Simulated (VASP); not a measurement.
Runs of VASP 6.6.1 on In. The structure is that of space group P6_3/mmc (No. 194), or close to it. The cells are those of the table. 

```csv
cell,gap on the mesh (eV),pressure (GPa)
"a = 3.068, b = 3.068, c = 5.023 Å, angles 90.0, 90.0, 120.0°, 2 atoms",none,20.2
"a = 3.162, b = 3.162, c = 5.173 Å, angles 90.0, 90.0, 120.0°, 2 atoms",none,10.1
"a = 3.002, b = 3.002, c = 4.916 Å, angles 90.0, 90.0, 120.0°, 2 atoms",none,30.3
"a = 3.328, b = 3.328, c = 5.444 Å, angles 90.0, 90.0, 120.0°, 2 atoms",none,(a)
```

Alike in all rows: task single point; level r2SCAN; potentials or basis VASP PAW PBE potentials, release 64 (In_d); no spin polarisation; k mesh 7 × 7 × 4; cutoff (eV) 520; smearing fermi-dirac 0.05 eV.

Fill in the values left out.

(a) 0.0.

Caveats: the PAW data sets were made with another functional, which shifts forces and pressure a little; spin-orbit coupling is left out, which moves the levels of the heavy elements.

A k mesh can miss the band edges, and the runs leave out spin-orbit coupling on In.

A gap of «none» marks levels without a gap at the run's occupations.
